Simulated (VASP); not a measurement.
Set up this calculation in VASP 6.6.1, as the native input.

```
Task                   : single point
Functional             : PBE
Potentials or basis    : VASP PAW PBE potentials, release 64 (Ga_d, Sb)
Cutoff                 : 520 eV
k mesh                 : 16 × 16 × 16
Occupations            : gaussian, width 0.15 eV
Spin                   : no spin polarisation
Dipole correction      : no
Further INCAR settings : ALGO = Normal; EDIFF = 1e-07; NBANDS = 16
```

The structure of GaSb lies in POSCAR:

```
GaSb
1.0
   -1.4826432000      2.5343105532      3.1712435421
    1.4826432000     -2.5343105532      3.1712435421
    1.4826432000      2.5343105532     -3.1712435421
Ga Sb
1 1
Direct
    0.0000000000      0.0000000000      0.0000000000
    0.5000000000      0.5000000000      0.0000000000
```

This cell differs from its parent crystal: strain +e along x and -e along y -0.0267, strain +e along z and -e/2 along x and y +0.1000.

These files were run (other wordings do the same):

INCAR

```
SYSTEM = GaSb
  PREC = Accurate
  ENCUT = 520
  EDIFF = 1E-7
  ISMEAR = 0
  SIGMA = 0.15
  LREAL = .FALSE.
  LASPH = .TRUE.
  NELM = 100
  ALGO = Normal
  ISIF = 2
  LWAVE = .FALSE.
  LCHARG = .FALSE.
  GGA = PE
  NBANDS = 16
```

KPOINTS

```
regular mesh
0
G
  16 16 16
  0 0 0
```

Potentials or basis: VASP PAW PBE potentials, release 64 (Ga_d, Sb).

Run with:

```console
$ cat potpaw_PBE.64/Ga_d/POTCAR potpaw_PBE.64/Sb/POTCAR > POTCAR
$ mpirun -np 1 vasp_std > vasp.out
```

Results of the run:

```
Pressure               : 3.4 GPa
Band gap on the k mesh : zero (bands 9 and 10 overlap by 5.20 eV)
```

Caveat: the cell differs from its parent crystal (strain +e along x and -e along y -0.0267, strain +e along z and -e/2 along x and y +0.1000); the stress differs along the axes, from -6 to 10 GPa; spin-orbit coupling is left out, which moves the levels of the heavy elements.

Wall time 8.1 min on 1 thread of Intel Xeon 8259CL (shared host), peak memory 0.58 GiB.
